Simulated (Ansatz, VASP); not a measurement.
Two plane-wave programs on Yb2CdS4

```
S Yb Cd
1.0
     0.00000    5.50428    5.50428
     5.50428    0.00000    5.50428
     5.50428    5.50428    0.00000
S Yb Cd
8 4 2
Direct
  0.37700 0.37700 0.37700
  0.38100 0.87300 0.87300
  0.37700 0.37700 0.86900
  0.87300 0.38100 0.87300
  0.86900 0.37700 0.37700
  0.87300 0.87300 0.87300
  0.37700 0.86900 0.37700
  0.87300 0.87300 0.38100
  0.62500 0.62500 0.62500
  0.12500 0.62500 0.62500
  0.62500 0.62500 0.12500
  0.62500 0.12500 0.62500
  0.00000 0.00000 0.00000
  0.25000 0.25000 0.25000
```

Alike in both runs: task single point; functional PBE; k mesh 4 × 4 × 4; no spin polarisation.

```csv
,VASP,Ansatz
version,VASP 6.6.1,Ansatz 0.2.0
potentials or method,"VASP PAW PBE potentials, release 64 (S, Yb, Cd), cutoff 520 eV",PAW plane waves
occupations,"fermi-dirac, width 0.1 eV",fermi-dirac
valence electrons in the cell,168,184
```

Ansatz gave:

* pressure (GPa): 3.1
* rms of the force components (eV/Å): 0.558

Problem. Estimate VASP's values.

Solution. Pressure (GPa): 3.2; rms of the force components (eV/Å): 0.575.

Atom by atom the forces differ by 0.018 eV/Å (rms over components). VASP's potentials hold 168 valence electrons a cell and Ansatz's 184, so a difference there can come from the potentials and not from the codes.

Neither program's run includes spin-orbit coupling.
